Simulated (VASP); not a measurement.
Input of a VASP 6.6.1 run:

INCAR

```
SYSTEM = FeO
ALGO = Normal
EDIFF = 1E-6
ENCUT = 600
GGA = PE
GGA_COMPAT = .False.
ISIF = 2
ISMEAR = -1
ISPIN = 2
LASPH = .True.
LCHARG = .False.
LDAU = .True.
LDAUJ = 0 0
LDAUL = 2 -1
LDAUPRINT = 1
LDAUTYPE = 2
LDAUU = 4 0
LMAXMIX = 4
LORBIT = 11
LREAL = .False.
LWAVE = .False.
MAGMOM = 4 0
NBANDS = 18
NELM = 200
PREC = Accurate
SIGMA = 0.05
```

File KPOINTS:

```
k-points
0
Gamma
  4 4 4
  0 0 0
```

The input POSCAR:

```
FeO
1.0
    0.0000000000      2.1650000000      2.1650000000
    2.1650000000      0.0000000000      2.1650000000
    2.1650000000      2.1650000000      0.0000000000
Fe O
1 1
Direct
    0.0000000000      0.0000000000      0.0000000000
    0.5000000000      0.5000000000      0.5000000000
```

Potentials or basis: VASP PAW PBE potentials, release 64 (Fe, O).

Command:

```bash
$ cat potpaw_PBE.64/Fe/POTCAR potpaw_PBE.64/O/POTCAR > POTCAR
$ mpirun -np 1 vasp_std > vasp.out
```

Question: Estimate the pressure.

Answer: -2.2 GPa.

Question: Predict the site moments.

Answer: Fe +3.82; O +0.22 μB.

Question: Estimate the net moment.

Answer: 4.03 μB per cell.

Eigenvalues of the final occupation matrices:
```
    site  spin  trace               eigenvalues
site 1 d     1   4.93  0.97 0.97 0.97 1.01 1.01
site 1 d     2   1.15  0.11 0.11 0.31 0.31 0.31
```

Caveat: the k points lie up to 0.63 Å⁻¹ apart; a cell with one magnetic atom can't hold antiferromagnetic order, which such compounds often take. The state reached can hang on the start; a lower one may exist.
